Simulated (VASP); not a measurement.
# Si (P6_3/mmc) in VASP: single point with HSE06

Aim: the single point of Si with HSE06.

Program: VASP 6.6.1. These are calculated values, not measurements. Logs are shortened: lines on timing, memory, paths and dates and some standing lists are left out, and cuts for length are marked.

### 1 The cell of the first run

It takes space group P6_3/mmc (No. 194, hexagonal). The conventional cell has a = 3.832 Å, b = 3.832 Å, c = 6.088 Å, α = 90.00°, β = 90.00°, γ = 120.00°. Within 3.1 Å of Si (site symmetry 3m) lie 4 Si at 2.31 to 2.33 Å.

This isn't the form of Si at room conditions, which is diamond.

### 2 Single point, HSE06 (uniaxial z strain -4.0%)

File POSCAR:

```
Si
1.0
    3.8321295590      0.0000000000      0.0000000000
   -1.9160647795      3.3187215487      0.0000000000
    0.0000000000      0.0000000000      6.0875681860
Si
4
Direct
    0.3333333333      0.6666666667     -0.0022732286
    0.6666666667      0.3333333333      0.4977267714
    0.3333333333      0.6666666667      0.3772732286
    0.6666666667      0.3333333333      0.8772732286
```

File INCAR.step1:

```
PREC = Accurate ; ENCUT = 520
EDIFF = 1E-5 ; ISMEAR = 0
SIGMA = 0.01 ; LREAL = F
LASPH = T ; NELM = 100
ALGO = Normal ; ISIF = 2
LWAVE = T ; LCHARG = F
NBANDS = 16 ; GGA = PE
```

File INCAR.step2:

```
PREC = Accurate ; ENCUT = 520
EDIFF = 1E-6 ; ISMEAR = 0
SIGMA = 0.01 ; LREAL = F
LASPH = T ; NELM = 100
ALGO = Normal ; ISIF = 2
LWAVE = F ; LCHARG = F
GGA = PE ; LHFCALC = T
HFSCREEN = 0.2079 ; PRECFOCK = Normal
NBANDS = 16 ; ISTART = 1
```

File KPOINTS:

```
regular mesh
0
Gamma
  6 6 4
```

Potentials or basis: VASP PAW PBE potentials, release 64 (Si).

Launch:

```bash
cat potpaw_PBE.64/Si/POTCAR > POTCAR
cp INCAR.step1 INCAR
mpirun -np 1 vasp_std > vasp.out
cp INCAR.step2 INCAR
mpirun -np 1 vasp_std > vasp.out
```

OUTCAR:

```text
PREC = Accurate
   ENCUT = 520
   EDIFF = 1E-6
   ISMEAR = 0
   LREAL = F
   LASPH = T
   NELM = 100
   ISIF = 2
   GGA = PE
   LHFCALC = T
   HFSCREEN = 0.2079
   PRECFOCK = Normal
   ISTART = 1

 ion  position               nearest neighbor table
   1  0.333  0.667  0.998-   3 2.31   4 2.33   4 2.33   4 2.33
   2  0.667  0.333  0.498-   4 2.31   3 2.33   3 2.33   3 2.33
   3  0.333  0.667  0.377-   1 2.31   2 2.33   2 2.33   2 2.33
   4  0.667  0.333  0.877-   2 2.31   1 2.33   1 2.33   1 2.33

  LATTYP: Found a hexagonal cell.
 ALAT       =     3.8321295590
 C/A-ratio  =     1.5885601184

  Lattice vectors:

 A1 = (   3.8321295590,   0.0000000000,   0.0000000000)
 A2 = (  -1.9160647795,   3.3187215487,   0.0000000000)
 A3 = (   0.0000000000,   0.0000000000,   6.0875681860)

Analysis of symmetry for initial positions (statically):
=====================================================================
 Subroutine PRICEL returns:
 Original cell was already a primitive cell.

 Routine SETGRP: Setting up the symmetry group for a
 hexagonal supercell.

 Subroutine GETGRP returns: Found 24 space group operations
 (whereof  6 operations were pure point group operations)
 out of a pool of 24 trial point group operations.

The static configuration has the point symmetry C_3v.
 The point group associated with its full space group is D_6h.

Analysis of symmetry for dynamics (positions and initial velocities):
=====================================================================
 Subroutine PRICEL returns:
 Original cell was already a primitive cell.

 Routine SETGRP: Setting up the symmetry group for a
 hexagonal supercell.

 Subroutine GETGRP returns: Found 24 space group operations
 (whereof  6 operations were pure point group operations)
 out of a pool of 24 trial point group operations.

The dynamic configuration has the point symmetry C_3v.
 The point group associated with its full space group is D_6h.

 Subroutine INISYM returns: Found 24 space group operations
 (whereof  6 operations are pure point group operations),
 and found     1 'primitive' translations

[... 100 lines left out ...]
   ISIF   =      2    stress and relaxation
   ISYM   =      3    0-nonsym 1-usesym 2-fastsym
   POTIM  = 0.5000    time-step for ionic-motion
   TEBEG  =    0.0;   TEEND  =   0.0 temperature during run
   PSTRESS=    0.0 pullay stress
   NELECT =      16.0000    total number of electrons
   NUPDOWN=      -1.0000    fix difference up-down
   EMIN   =  10.00;   EMAX   =-10.00  energy-range for DOS
   EFERMI =   0.00;   METHOD = LEGACY
   ISMEAR =     0;   SIGMA  =   0.01  broadening in eV -4-tet -1-fermi 0-gaus
   EFERMI_NEDOS =   21; number of points for ismear=-14 and -15
   IALGO  =     38    algorithm
   IMIX   =      1    mixing-type and parameters
     AMIX     =   0.40;   BMIX     =  1.00
     AMIX_MAG =   1.60;   BMIX_MAG =  1.00
  volume/ion in A,a.u.               =      19.36       130.61
  Fermi-wavevector in a.u.,A,eV,Ry     =   0.967899  1.829063 12.746316  0.936828
  Thomas-Fermi vector in A             =   2.097823
   LORBIT       =      0    0 simple, 1 ext, 2 COOP (PROOUT), +10 PAW based schemes
   GGA     = PE    functional components
   LHFCALC =     T    Hartree Fock is set to
   PRECFOCK=normal    Normal, Fast or Accurate (Low or Medium for compatibility)
   ENCUT4O =  -1.0   cutoff for four orbital integrals eV
   NKREDX  =     1    reduce k-point grid by
   NKREDY  =     1    reduce k-point grid by
   NKREDZ  =     1    reduce k-point grid by
   AEXX    =    0.2500 exact exchange contribution
   HFSCREEN=    0.2079 screening length (either q_TF or 0.3 A-1)
   HFSCREENC=   0.2079 screening length for correlation (either q_TF or 0.3 A-1)
   ENCUTFOCK=  -1.0 apply spherical cutoff to Coloumb kernel
   IVDW    =     0    specifies the selected vdW correction
   LEPSILON=     F    determine dielectric tensor
   LRPA    =     F    only Hartree local field effects (RPA)
 non-spin polarized calculation
 Gauss-broadening in eV      SIGMA  =   0.01
  energy-cutoff  :      520.00
  volume of cell :       77.42
 maximum number of plane-waves:      2112
 NGX is ok and might be reduce to    30
  NGX = 24; NGY = 24; NGZ = 36

 number of electron      16.0000001 magnetization

 Free energy of the ion-electron system (eV)
  ---------------------------------------------------
  ext. energy  EPLUGINS =         0.00000000
  ---------------------------------------------------
  free energy    TOTEN  =       -24.95560033 eV

  energy without entropy =      -24.95560033  energy(sigma->0) =      -24.95560033

 E-fermi :   6.1328     XC(G=0):  -7.9425

 val. band max:        6.0444607640   @ k =   0.0000   0.0000   0.0000
 cond. band min:       6.7896974553   @ k =   0.5000   0.0000   0.0000
 fundamental gap:      0.7452366913
 Fermi energy:         6.1328305495

 k-point     1 :       0.0000    0.0000    0.0000
  band No.  band energies     occupation
      1      -7.7431      2.00000
      2      -4.8529      2.00000
      3      -2.0142      2.00000
      4       4.1237      2.00000
      5       4.1237      2.00000
      6       5.9831      2.00000
[... 376 lines left out ...]
      3      -2.2995      2.00000
      4      -2.2995      2.00000
      5       1.0317      2.00000
      6       1.0317      2.00000
[... 8 lines left out ...]
     15      13.1165      0.00000
     16      13.1165      0.00000

------------------------ aborting loop because EDIFF is reached ----------------------------------------

  FORCE on cell =-STRESS in cart. coord.  units (eV):
  Direction    XX          YY          ZZ          XY          YZ          ZX
  --------------------------------------------------------------------------------------
  -------------------------------------------------------------------------------------
  Total        0.6170048      0.6170048      4.3542351      0.0000000     -0.0000000     -0.0000000
  in kB       12.7686291     12.7686291     90.1088856      0.0000000     -0.0000000     -0.0000000
  external PRESSURE =      38.5487146 kB  Pullay stress =       0.0000000 kB

 VOLUME and BASIS-vectors are now :
 -----------------------------------------------------------------------------
  energy-cutoff  :      520.00
  volume of cell :       77.42
      direct lattice vectors                 reciprocal lattice vectors
     3.832129559  0.000000000  0.000000000     0.260951511  0.150660425  0.000000000
    -1.916064780  3.318721549  0.000000000     0.000000000  0.301320851  0.000000000
     0.000000000  0.000000000  6.087568186     0.000000000  0.000000000  0.164269207

 POSITION                                       TOTAL-FORCE (eV/Angst)
 -----------------------------------------------------------------------------------
     -0.00000      2.21248      6.07373         0.000000      0.000000     -0.024961
      1.91606      1.10624      3.02995        -0.000000      0.000000     -0.024961
     -0.00000      2.21248      2.29668         0.000000     -0.000000      0.024961
      1.91606      1.10624      5.34046        -0.000000      0.000000      0.024961
 -----------------------------------------------------------------------------------
    total drift:                                0.000000     -0.000000      0.000000

  FREE ENERGIE OF THE ION-ELECTRON SYSTEM (eV)
  ---------------------------------------------------
  free  energy   TOTEN  =       -24.9556003314 eV

  energy  without entropy=      -24.9556003314  energy(sigma->0) =      -24.95560033
```

OUTCAR.step1:

```text
PREC = Accurate
   ENCUT = 520
   EDIFF = 1E-5
   ISMEAR = 0
   LREAL = F
[... 625 lines left out ...]
     -0.00000      2.21248      6.07373        -0.000000      0.000000     -0.041967
      1.91606      1.10624      3.02995        -0.000000     -0.000000     -0.041967
     -0.00000      2.21248      2.29668         0.000000      0.000000      0.041967
      1.91606      1.10624      5.34046        -0.000000     -0.000000      0.041967
 -----------------------------------------------------------------------------------
    total drift:                               -0.000000      0.000000     -0.000000

  FREE ENERGIE OF THE ION-ELECTRON SYSTEM (eV)
  ---------------------------------------------------
  free  energy   TOTEN  =       -21.5159855103 eV

  energy  without entropy=      -21.5159855103  energy(sigma->0) =      -21.51598551
```

It took 81 min on 1 thread of Oxide Virtual Turin-like, shared host; peak memory 0.29 GiB.

Results:

| Quantity | Value |
| --- | --- |
| Free energy | -24.9556 eV |
| Pressure | 3.9 GPa |
| Largest force | 0.025 eV/Å |
| Band gap on the k mesh | 0.75 eV (least direct gap 1.37 eV) |

Forces on the atoms (eV/Å):
```
Si   0.000  0.000 -0.025
Si   0.000  0.000 -0.025
Si   0.000  0.000  0.025
Si   0.000  0.000  0.025
```

Stress tensor (GPa, compression positive):
```
1.28 0.00 0.00
0.00 1.28 0.00
0.00 0.00 9.01
```

Caveat: the cell differs from its parent crystal (uniaxial z strain -4.0%); the stress differs along the axes, from 1 to 9 GPa; the PAW data sets were made with another functional, which shifts forces and pressure a little.
